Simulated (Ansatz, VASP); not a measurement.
# Two plane-wave programs on GaSb

```
Ga Sb
1.0
     0.00000    3.05900    3.05900
     2.87546    0.00000    3.05900
     2.87546    3.05900    0.00000
Ga Sb
1 1
Cartesian
  0.0000 0.0000 0.0000
  4.3132 4.5885 4.5885
```

Change from the starting cell: strain -0.0600 x Voigt [1, 0, 0, 0, 0, 0], atoms carried along.

Alike in both runs: task single point; functional r2SCAN; k mesh 10 × 10 × 10; occupations gaussian, width 0.05 eV; no spin polarisation.

|  | VASP | Ansatz |
| --- | --- | --- |
| version | VASP 6.6.1 | Ansatz 0.2.0 |
| potentials or method | VASP PAW PBE potentials, release 64 (Ga_d, Sb), cutoff 520 eV | scalar-relativistic, plane waves, PAW |
| valence electrons in the cell | 18 | 28 |

|  | VASP | Ansatz | Ansatz less VASP |
| --- | --- | --- | --- |
| gap on the k mesh at the Fermi level (eV) | 0.38 | 0.39 | +0.016 |
| least direct gap on the mesh (eV) | 0.66 | 0.68 | +0.016 |
| pressure (GPa) | 4.4 | 4.3 | -0.14 |
| traceless stress, the component that is largest in VASP (GPa) | 1.81 | 1.82 | +0.019 |

VASP's potentials were made for PBE, not for r2SCAN. VASP's potentials hold 18 valence electrons a cell and Ansatz's 28, so a difference there can come from the potentials and not from the codes.

Neither program's run includes spin-orbit coupling.
